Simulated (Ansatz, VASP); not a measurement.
# Two plane-wave programs on Pt

INCAR

```
  ALGO = Fast
  EDIFF = 1E-6
  ENCUT = 520
  GGA = PS
  ISIF = 2
  ISMEAR = 0
  LASPH = True
  LCHARG = False
  LREAL = False
  LWAVE = False
  NBANDS = 17
  NELM = 100
  PREC = Accurate
  SIGMA = 0.15
```

The input KPOINTS:

```
k-points
0
Gamma
  24 24 14
```

The input POSCAR:

```
Pt
1.0
    2.6570403798      0.0000000000      0.0000000000
   -1.3285201899      2.3010644678      0.0000000000
    0.0000000000      0.0000000000      4.7068056308
Pt
2
Direct
    0.6666666667      0.3333333333      0.7500000000
    0.3333333333      0.6666666667      0.2500000000
```

Input for Ansatz:

```yaml
crystal:
  lattice:
    - [2.6570403798, 0.0, 0.0]
    - [-1.3285201899, 2.3010644678, 0.0]
    - [0.0, 0.0, 4.7068056308]
  atoms:
    - { symbol: Pt, position: [0.6666666667, 0.3333333333, 0.75] }
    - { symbol: Pt, position: [0.3333333333, 0.6666666667, 0.25] }
basis:
  ecutwfc: 420
kpoints:
  mp_grid: { grid: [24, 24, 14] }
hamiltonian:
  xc: pbesol
scf:
  occupations: { method: gaussian, width: 0.15 }
output:
  forces: true
  stress: true
  eigenvalues: true
```

Change from the starting cell: strain -0.025 along x and y, +0.000 along z, atoms carried along.

Alike in both runs: task single point; functional PBEsol; k mesh 24 × 24 × 14; occupations gaussian, width 0.15 eV; no spin polarisation.

|  | VASP | Ansatz |
| --- | --- | --- |
| version | VASP 6.6.1 | Ansatz 0.2.0 |
| potentials or method | VASP PAW PBE potentials, release 64 (Pt), cutoff 520 eV | scalar-relativistic, plane waves, PAW |
| valence electrons in the cell | 20 | 36 |

Ansatz gave:

- gap on the k mesh at the Fermi level (eV): none
- pressure (GPa): 17.5
- traceless stress, the component that is largest in VASP (GPa): -7.40

Question: Estimate VASP's values.

Answer: gap on the k mesh at the Fermi level (eV): none; pressure (GPa): 17.2; traceless stress, the component that is largest in VASP (GPa): -7.48.

VASP's potentials were made for PBE, not for PBEsol. A gap of «none» marks a metal or a gap that the smearing closes. With one functional, cell and mesh, what is left measures potentials, basis and numerics. VASP's potentials hold 20 valence electrons a cell and Ansatz's 36, so a difference there can come from the potentials and not from the codes.

Spin-orbit coupling is off throughout.
